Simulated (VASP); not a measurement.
# Zr3Ag: single point with LDA

The system is Zr3Ag.

```
Zr Ag
1.0
     4.61166    0.00000    0.00000
     0.00000    4.61166    0.00000
     0.00000    0.00000    3.98600
Zr Ag
3 1
Direct
  0.50000 0.50000 0.00000
  0.00000 0.50000 0.50000
  0.50000 0.00000 0.50000
  0.00000 0.00000 0.00000
```

This cell differs from its parent crystal: equal xx and yy strain of +1 %.

```
Program             : VASP 6.6.1
Task                : single point
Functional          : LDA
Potentials or basis : VASP PAW LDA potentials, release 64 (Zr_sv, Ag)
Cutoff              : 520 eV
k mesh              : 7 × 7 × 8
Occupations         : fermi-dirac, width 0.05 eV
Spin                : no spin polarisation
```

```yaml
Pressure: -6.6 GPa
```

Stress tensor (GPa, compression positive):
```
-7.34  0.00  0.00
 0.00 -7.34  0.00
 0.00  0.00 -5.24
```

Levels at points of the mesh, in eV from the Fermi level:
```tsv
k point	band 22	band 23	band 24	band 25	band 26	band 27
(0.00, 0.00, 0.00)	-0.83	-0.83	-0.20	2.05	2.05	3.17
(0.00, 0.00, 0.50)	-0.90	-0.80	0.85	0.86	0.86	2.15
```

It took 82 s on 1 thread of AMD EPYC 9R14 (Zen 4) (shared host), peak memory 0.21 GiB.

Caveat: the cell differs from its parent crystal (equal xx and yy strain of +1 %).
